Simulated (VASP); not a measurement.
# WC (P-6m2) in VASP: notebook, part 2 of 2

VASP 6.6.1. The steps go on from the part before.

## 4. Relaxation of cell and atoms, LDA

File INCAR:

```
PREC = Accurate
ENCUT = 600
EDIFF = 1E-6
ISMEAR = -1
SIGMA = 0.15
LREAL = F
LASPH = T
NELM = 100
ALGO = Normal
ISIF = 3
LWAVE = F
LCHARG = F
GGA = CA
IBRION = 2
NSW = 80
EDIFFG = -0.001
```

File KPOINTS:

```
regular mesh
0
Gamma
  24 24 20
```

File POSCAR:

```
WC
1.0
    2.8843384965      0.0000000000      0.0000000000
   -1.4421692482      2.4979104110      0.0000000000
    0.0000000000      0.0000000000      2.8124239111
W C
1 1
Direct
    0.0000000000      0.0000000000      0.0000000000
    0.6666666667      0.3333333333      0.5000000000
```

Potentials or basis: VASP PAW LDA potentials, release 64 (W_sv, C).

Run with:

```console
$ cat potpaw_LDA.64/W_sv/POTCAR potpaw_LDA.64/C/POTCAR > POTCAR
$ mpirun -np 1 vasp_std > vasp.out
```

OUTCAR:

```text
PREC = Accurate
   ENCUT = 600
   EDIFF = 1E-6
   ISMEAR = -1
   LREAL = F
   LASPH = T
   NELM = 100
   ISIF = 3
   GGA = CA
   IBRION = 2
   NSW = 80
   EDIFFG = -0.001

 ion  position               nearest neighbor table
   1  0.000  0.000  0.000-   2 2.18   2 2.18   2 2.18   2 2.18   2 2.18   2 2.18
   2  0.667  0.333  0.500-   1 2.18   1 2.18   1 2.18   1 2.18   1 2.18   1 2.18

  LATTYP: Found a hexagonal cell.
 ALAT       =     2.8843384965
 C/A-ratio  =     0.9750672171

  Lattice vectors:

 A1 = (   2.8843384965,   0.0000000000,   0.0000000000)
 A2 = (  -1.4421692482,   2.4979104110,   0.0000000000)
 A3 = (   0.0000000000,   0.0000000000,   2.8124239111)

Analysis of symmetry for initial positions (statically):
[... 379 lines left out ...]
      5      -3.1678      2.00000
      6       6.8245      2.00000
      7       7.8264      2.00000
      8       7.8264      2.00000
      9      11.3836      0.69444
     10      14.5194      0.00000
     11      14.5194      0.00000
     12      16.9568      0.00000
     13      16.9568      0.00000
[... 354 lines left out ...]
  band No.  band energies     occupation
      1     -62.1835      2.00000
      2     -27.2540      2.00000
      3     -26.5976      2.00000
      4     -26.3702      2.00000
      5       0.2564      2.00000
      6       4.2275      2.00000
      7       7.5762      2.00000
      8       7.5899      2.00000
      9      10.7906      1.93036
     10      13.5137      0.00000
     11      15.6773      0.00000
     12      16.2042      0.00000
     13      18.3035      0.00000

 [... further k-points ...]

------------------------ aborting loop because EDIFF is reached ----------------------------------------

  FORCE on cell =-STRESS in cart. coord.  units (eV):
  Direction    XX          YY          ZZ          XY          YZ          ZX
  --------------------------------------------------------------------------------------
  -------------------------------------------------------------------------------------
  Total       -0.0010542     -0.0010542     -0.0009347     -0.0000000      0.0000000      0.0000000
  in kB       -0.0828700     -0.0828700     -0.0734754     -0.0000000      0.0000000      0.0000000
  external PRESSURE =      -0.0797385 kB  Pullay stress =       0.0000000 kB
[... 17 lines left out ...]
  FREE ENERGIE OF THE ION-ELECTRON SYSTEM (eV)
  ---------------------------------------------------
  free  energy   TOTEN  =       -24.7127454426 eV

  energy  without entropy=      -24.6886450356  energy(sigma->0) =      -24.70069524

 reached required accuracy - stopping structural energy minimisation
```

OSZICAR:

```text
N       E                     dE             d eps       ncg     rms          rms(c)
DAV:   1     0.118275610665E+03    0.11828E+03   -0.10648E+04 17454   0.170E+03
DAV:   2    -0.235733821345E+02   -0.14185E+03   -0.13808E+03 19891   0.409E+02
DAV:   3    -0.277669888176E+02   -0.41936E+01   -0.41574E+01 21318   0.639E+01
DAV:   4    -0.278080687834E+02   -0.41080E-01   -0.41057E-01 19125   0.678E+00
[... 95 lines left out ...]
DAV:   1    -0.247127461886E+02   -0.33019E-06   -0.14100E-05 17531   0.562E-02    0.122E-02
DAV:   2    -0.247127456720E+02    0.51660E-06   -0.10908E-06  8788   0.141E-02
  16 F= -.24712746E+02 E0= -.24700695E+02  d E =-.760955E-06
       N       E                     dE             d eps       ncg     rms          rms(c)
DAV:   1    -0.247127460156E+02    0.17295E-06   -0.11273E-05 17701   0.512E-02    0.108E-02
DAV:   2    -0.247127454426E+02    0.57307E-06   -0.11540E-06  8888   0.147E-02
  17 F= -.24712745E+02 E0= -.24700695E+02  d E =-.531533E-06
```

CONTCAR:

```text
WC
   1.00000000000000
     2.8904087321955041    0.0000000000001216    0.0000000000000000
    -1.4452043660475415    2.5031673893186843   -0.0000000000000000
     0.0000000000000000   -0.0000000000000000    2.8170315699874355
  W               C
     1     1
Direct
     0.0000000000000000    0.0000000000000000    0.0000000000000000
     0.6666666667000030    0.3333333332999970    0.5000000000000000

  0.00000000E+00  0.00000000E+00  0.00000000E+00
  0.00000000E+00  0.00000000E+00  0.00000000E+00
```

Run time: 7.1 min. Hardware: 1 thread of AMD EPYC 9R45 (Zen 5), shared host; peak memory 0.31 GiB.

What came out:

| Quantity | Value |
| --- | --- |
| Free energy | -24.7127 eV |
| Relaxed volume | 10.19 Å³/atom |
| Relaxed cell | a = 2.890 Å, b = 2.890 Å, c = 2.817 Å, α = 90.00°, β = 90.00°, γ = 120.00° |
| Space group after relaxing (to 0.1 Å) | P-6m2 (No. 187) |
| Energy gained by relaxing | 0.5 meV/atom |
| Ionic steps | 17 |
| Pressure after relaxing | 0.0 GPa |
| Band gap on the k mesh | zero (bands 9 and 10 overlap by 1.29 eV) |

The path:
```tsv
step	energy change (eV)	largest force (eV/Å)	pressure (GPa)	volume (Å³)
1	0.0000	0.0000	2.53	20.26
2	0.0069	0.0000	-7.01	20.74
3	-0.0009	0.0000	-0.01	20.38
4	-0.0009	0.0000	-0.02	20.38
5	-0.0007	0.0000	1.23	20.32
6	-0.0009	0.0000	0.10	20.38
7	-0.0009	0.0000	0.05	20.38
8	-0.0009	0.0000	0.07	20.38
9	-0.0009	0.0000	0.06	20.38
10	-0.0009	0.0000	0.07	20.38
11	-0.0009	0.0000	0.07	20.38
12	-0.0009	0.0000	0.07	20.38
13	-0.0009	0.0000	0.07	20.38
14	-0.0009	0.0000	-0.10	20.39
15	-0.0009	0.0000	-0.03	20.38
16	-0.0009	0.0000	-0.03	20.38
17	-0.0009	0.0000	-0.01	20.38
```

Final structure:
```
CELL_PARAMETERS angstrom
2.89041 0.00000 0.00000
-1.44520 2.50317 0.00000
0.00000 0.00000 2.81703
ATOMIC_POSITIONS crystal
W 0.00000 0.00000 0.00000
C 0.66667 0.33333 0.50000
```

Levels at points of the mesh, in eV from the Fermi level:
| k point | band 6 | band 7 | band 8 | band 9 | band 10 | band 11 | band 12 | band 13 |
| --- | --- | --- | --- | --- | --- | --- | --- | --- |
| (0.00, 0.00, 0.00) | -4.46 | -3.46 | -3.46 | 0.09 | 3.23 | 3.23 | 5.67 | 5.67 |
| (0.50, 0.00, 0.00) | -7.08 | -3.73 | -3.70 | -0.49 | 2.32 | 4.56 | 4.94 | 6.90 |
| (0.00, 0.00, 0.50) | -8.75 | -2.13 | -2.13 | -0.68 | -0.68 | 3.71 | 4.49 | 4.49 |
| (0.50, 0.00, 0.50) | -6.58 | -4.47 | -4.18 | 0.35 | 4.47 | 5.39 | 6.81 | 9.28 |

Caveat: spin-orbit coupling is left out, which moves the levels of the heavy elements.

## 5. Relaxation of cell and atoms, LDA

This run uses another cell than the first one, of 10.16 Å³/atom.

File INCAR:

```
SYSTEM = WC
PREC = Accurate
ENCUT = 600
EDIFF = 1E-7
ISMEAR = 0
SIGMA = 0.1
LREAL = .False.
LASPH = .True.
NELM = 60
ALGO = Normal
ISIF = 3
LWAVE = .False.
LCHARG = .False.
GGA = CA
IBRION = 2
NSW = 100
EDIFFG = -0.002
```

File KPOINTS:

```
regular mesh
0
Gamma
  24 24 20
  0 0 0
```

File POSCAR:

```
WC
1.0
    2.8820700000      0.0000000000      0.0000000000
   -1.4410350000      2.4959458400      0.0000000000
    0.0000000000      0.0000000000      2.8238700000
W C
1 1
Direct
    0.0000000000      0.0000000000      0.0000000000
    0.6666666700      0.3333333300      0.5000000000
```

Potentials or basis: VASP PAW LDA potentials, release 64 (W_sv, C).

Run with:

```console
$ cat potpaw_LDA.64/W_sv/POTCAR potpaw_LDA.64/C/POTCAR > POTCAR
$ mpirun -np 1 vasp_std > vasp.out
```

OUTCAR:

```text
SYSTEM = WC
   PREC = Accurate
   ENCUT = 600
   EDIFF = 1E-7
   ISMEAR = 0
   LREAL = .False.
   LASPH = .True.
   NELM = 60
   ISIF = 3
   GGA = CA
   IBRION = 2
   NSW = 100
   EDIFFG = -0.002

 ion  position               nearest neighbor table
   1  0.000  0.000  0.000-   2 2.18   2 2.18   2 2.18   2 2.18   2 2.18   2 2.18
   2  0.667  0.333  0.500-   1 2.18   1 2.18   1 2.18   1 2.18   1 2.18   1 2.18

  LATTYP: Found a hexagonal cell.
 ALAT       =     2.8820700000
 C/A-ratio  =     0.9798061810

  Lattice vectors:

 A1 = (   2.8820700000,   0.0000000000,   0.0000000000)
 A2 = (  -1.4410350000,   2.4959458400,   0.0000000000)
 A3 = (   0.0000000000,   0.0000000000,   2.8238700000)

Analysis of symmetry for initial positions (statically):
=====================================================================
 Subroutine PRICEL returns:
 Original cell was already a primitive cell.

 Routine SETGRP: Setting up the symmetry group for a
 hexagonal supercell.

 Subroutine GETGRP returns: Found 12 space group operations
 (whereof 12 operations were pure point group operations)
 out of a pool of 24 trial point group operations.

The static configuration has the point symmetry D_3h.

Analysis of symmetry for dynamics (positions and initial velocities):
=====================================================================
 Subroutine PRICEL returns:
[... 306 lines left out ...]
  ---------------------------------------------------
  ext. energy  EPLUGINS =         0.00000000
  ---------------------------------------------------
  free energy    TOTEN  =       -24.70194146 eV

  energy without entropy =      -24.70052993  energy(sigma->0) =      -24.70123570

 E-fermi :  11.2516     XC(G=0): -14.0774

 val. band max:       11.2487138479   @ k =   0.1250   0.0000   0.3500
 cond. band min:      11.2975274211   @ k =   0.4583   0.0000   0.4000
 fundamental gap:      0.0488135732
 Fermi energy:        11.2515605170

 k-point     1 :       0.0000    0.0000    0.0000
  band No.  band energies     occupation
      1     -62.2553      2.00000
      2     -26.4972      2.00000
      3     -26.3876      2.00000
      4     -26.3876      2.00000
      5      -3.1663      2.00000
      6       6.8225      2.00000
      7       7.8293      2.00000
      8       7.8293      2.00000
      9      11.3808      0.06764
     10      14.5153      0.00000
     11      14.5153      0.00000
     12      16.9552      0.00000
     13      16.9552      0.00000
[... 354 lines left out ...]
  band No.  band energies     occupation
      1     -62.1899      2.00000
      2     -27.2604      2.00000
      3     -26.6033      2.00000
      4     -26.3755      2.00000
      5       0.2593      2.00000
      6       4.2294      2.00000
      7       7.5702      2.00000
      8       7.5889      2.00000
      9      10.7955      2.00000
     10      13.5086      0.00000
     11      15.6778      0.00000
     12      16.2070      0.00000
     13      18.3014      0.00000

 [... further k-points ...]

------------------------ aborting loop because EDIFF is reached ----------------------------------------

  FORCE on cell =-STRESS in cart. coord.  units (eV):
  Direction    XX          YY          ZZ          XY          YZ          ZX
  --------------------------------------------------------------------------------------
  -------------------------------------------------------------------------------------
  Total       -0.0021660     -0.0021660     -0.0007294      0.0000000     -0.0000000      0.0000000
  in kB       -0.1702732     -0.1702732     -0.0573435      0.0000000     -0.0000000      0.0000000
  external PRESSURE =      -0.1326300 kB  Pullay stress =       0.0000000 kB
[... 17 lines left out ...]
  FREE ENERGIE OF THE ION-ELECTRON SYSTEM (eV)
  ---------------------------------------------------
  free  energy   TOTEN  =       -24.7019414627 eV

  energy  without entropy=      -24.7005299340  energy(sigma->0) =      -24.70123570

 reached required accuracy - stopping structural energy minimisation
```

OSZICAR:

```text
N       E                     dE             d eps       ncg     rms          rms(c)
DAV:   1     0.118230502857E+03    0.11823E+03   -0.10692E+04 17454   0.170E+03
DAV:   2    -0.234284364575E+02   -0.14166E+03   -0.13811E+03 19756   0.409E+02
DAV:   3    -0.277560445189E+02   -0.43276E+01   -0.42726E+01 21527   0.645E+01
[... 41 lines left out ...]
DAV:   3    -0.247019662230E+02    0.11349E-03   -0.16836E-04 18981   0.120E-01    0.299E-02
DAV:   4    -0.247019417525E+02    0.24471E-04   -0.58042E-05 19381   0.847E-02    0.264E-02
DAV:   5    -0.247019416805E+02    0.72010E-07   -0.30165E-06 19056   0.184E-02    0.398E-03
DAV:   6    -0.247019414679E+02    0.21254E-06   -0.58003E-07 19946   0.624E-03    0.533E-04
DAV:   7    -0.247019414627E+02    0.51955E-08   -0.39950E-08  8783   0.200E-03
   5 F= -.24701941E+02 E0= -.24701236E+02  d E =-.462899E-04
```

Run time: 3.8 min. Hardware: 1 thread of AMD EPYC 9R45 (Zen 5), shared host; peak memory 0.31 GiB.

What came out:

```
Free energy                           : -24.7019 eV
Relaxed volume                        : 10.19 Å³/atom
Relaxed cell                          : a = 2.890 Å, b = 2.890 Å, c = 2.818 Å, α = 90.00°, β = 90.00°, γ = 120.00°
Space group after relaxing (to 0.1 Å) : P-6m2 (No. 187)
Energy gained by relaxing             : 0.5 meV/atom
Ionic steps                           : 5
Pressure after relaxing               : 0.0 GPa
Band gap on the k mesh                : zero (bands 9 and 10 overlap by 1.28 eV)
```

Step by step:
```
step  energy change (eV)  largest force (eV/Å)  pressure (GPa)  volume (Å³)
   1              0.0000                0.0000            1.18        20.31
   2              0.0013                0.0000           -2.87        20.53
   3             -0.0009                0.0000           -0.43        20.40
   4             -0.0007                0.0000            0.84        20.34
   5             -0.0009                0.0000           -0.01        20.38
```

Final structure:
```cif
data_structure
_symmetry_space_group_name_H-M 'P 1'
_symmetry_Int_Tables_number 1
_cell_length_a 2.8899
_cell_length_b 2.8899
_cell_length_c 2.8179
_cell_angle_alpha 90.000
_cell_angle_beta 90.000
_cell_angle_gamma 120.000
_cell_volume 20.38
loop_
_atom_site_label
_atom_site_type_symbol
_atom_site_fract_x
_atom_site_fract_y
_atom_site_fract_z
_atom_site_occupancy
W1 W 0.00000 0.00000 0.00000 1
C1 C 0.66667 0.33333 0.50000 1
```

Caveat: spin-orbit coupling is left out, which moves the levels of the heavy elements.

## 6. The runs side by side

```tsv
task	cell	cutoff (eV)	smearing	gap on the mesh (eV)	pressure (GPa)	relaxed volume (Å³/atom)
single point	a = 2.884, b = 2.884, c = 2.812 Å, angles 90.0, 90.0, 120.0°, 2 atoms	520	gaussian 0.1 eV	none	2.6	-
single point	a = 2.885, b = 2.885, c = 2.812 Å, angles 90.0, 90.0, 120.0°, 2 atoms	520	fermi-dirac 0.15 eV	none	2.6	-
relaxation of cell and atoms	relaxed from a = 2.884, b = 2.884, c = 2.812 Å, angles 90.0, 90.0, 120.0°, 2 atoms	600	fermi-dirac 0.15 eV	none	0.0	10.19
relaxation of cell and atoms	relaxed from a = 2.882, b = 2.882, c = 2.824 Å, angles 90.0, 90.0, 120.0°, 2 atoms	600	gaussian 0.1 eV	none	0.0	10.19
```

Alike in all rows: level LDA; potentials or basis VASP PAW LDA potentials, release 64 (W_sv, C); no spin polarisation; k mesh 24 × 24 × 20.

Caveats: spin-orbit coupling is left out, which moves the levels of the heavy elements.

Total energies depend on the potentials used, so only differences within one code and one set of settings carry meaning.
